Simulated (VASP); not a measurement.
LiF (rock salt type), 2 atoms in the cell. It takes space group Fm-3m (No. 225, cubic). The conventional cell has a = 4.070 Å, b = 4.070 Å, c = 4.070 Å, α = 90.00°, β = 90.00°, γ = 90.00°. Within 2.7 Å of Li (site symmetry m-3m) lie 6 F at 2.04 Å. Within 2.7 Å of F (site symmetry m-3m) lie 6 Li at 2.04 Å. 

| Item | Value |
| --- | --- |
| Program | VASP 6.6.1 |
| Task | single point |
| Functional | r2SCAN |
| Potentials or basis | VASP PAW PBE potentials, release 64 (Li_sv, F) |
| Cutoff | 520 eV |
| k mesh | 6 × 6 × 6 |
| Occupations | fermi-dirac, width 0.02 eV |
| Spin | no spin polarisation |
| Dipole correction | no |
| Further INCAR settings | ALGO = Normal; EDIFF = 1e-07; NBANDS = 12 |

Potentials or basis: VASP PAW PBE potentials, release 64 (Li_sv, F).

The run is started by

```bash
$ cat potpaw_PBE.64/Li_sv/POTCAR potpaw_PBE.64/F/POTCAR > POTCAR
$ cp INCAR.step1 INCAR
$ mpirun -np 1 vasp_std > vasp.out
$ cp INCAR.step2 INCAR
$ mpirun -np 1 vasp_std > vasp.out
```

Hardware: 1 thread of Intel(R) Xeon(R) Platinum 8259CL CPU @ 2.50GHz (Skylake/Cascade Lake), on a shared host.

Task: Estimate the wall time of this run.

Result: It took 27 s on 1 thread of Intel(R) Xeon(R) Platinum 8259CL CPU @ 2.50GHz (Skylake/Cascade Lake) (shared host), peak memory 0.13 GiB. Counts: k points 16.
